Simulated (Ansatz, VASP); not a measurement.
Ag in VASP and in Ansatz

Contents of POSCAR:

```
Ag
1.0
    0.0000000000      2.0519023311      2.0519023311
    2.0519023311      0.0000000000      2.0519023311
    2.0519023311      2.0519023311      0.0000000000
Ag
1
Direct
    0.0000000000      0.0000000000      0.0000000000
```

The input INCAR.step1:

```
SYSTEM = Ag
ALGO = Normal
EDIFF = 1E-4
ENCUT = 520
GGA = PE
ISMEAR = -1
LASPH = .True.
LCHARG = .False.
LREAL = .False.
LWAVE = .True.
NBANDS = 12
NELM = 80
PREC = Accurate
SIGMA = 0.3
```

Contents of INCAR.step2:

```
SYSTEM = Ag
ALGO = Normal
EDIFF = 1E-6
ENCUT = 520
ISIF = 2
ISMEAR = -1
ISTART = 1
LASPH = .True.
LCHARG = .False.
LMIXTAU = .True.
LREAL = .False.
LWAVE = .False.
METAGGA = R2SCAN
NBANDS = 12
NELM = 80
PREC = Accurate
SIGMA = 0.3
```

File KPOINTS:

```
k-points
0
Gamma
  13 13 13
  0 0 0
```

Input for Ansatz:

```yaml
crystal:
  lattice:
    - [0.0, 2.0519023311, 2.0519023311]
    - [2.0519023311, 0.0, 2.0519023311]
    - [2.0519023311, 2.0519023311, 0.0]
  atoms:
    - { symbol: Ag, position: [0.0, 0.0, 0.0] }
hamiltonian:
  xc: r2scan
  pseudopotentials:
    kind: paw
    azcp:
      Ag: "pseudopotentials/Ag.paw.azcp"
basis:
  ecutwfc: 500
  fft_grid_basis: typed
kpoints:
  mp_grid: { grid: [13, 13, 13], shift: [0, 0, 0] }
magnetization:
  spin_polarized: false
scf:
  occupations: { method: fermi_dirac, width: 0.3 }
  lower_state_search: "off"
output:
  stress: true
```

Alike in both runs: task single point; functional r2SCAN; k mesh 13 × 13 × 13; occupations fermi-dirac, width 0.3 eV; no spin polarisation.

```csv
,VASP,Ansatz
version,VASP 6.6.1,Ansatz 0.2.0
potentials or method,"VASP PAW PBE potentials, release 64 (Ag), cutoff 520 eV","plane waves (500 eV) with PAW, scalar-relativistic"
valence electrons in the cell,11,19
```

|  | VASP | Ansatz | Ansatz less VASP |
| --- | --- | --- | --- |
| pressure (GPa) | 0.4 | 0.2 | -0.13 |

VASP's potentials were made for PBE, not for r2SCAN. VASP's potentials hold 11 valence electrons a cell and Ansatz's 19, so a difference there can come from the potentials and not from the codes.
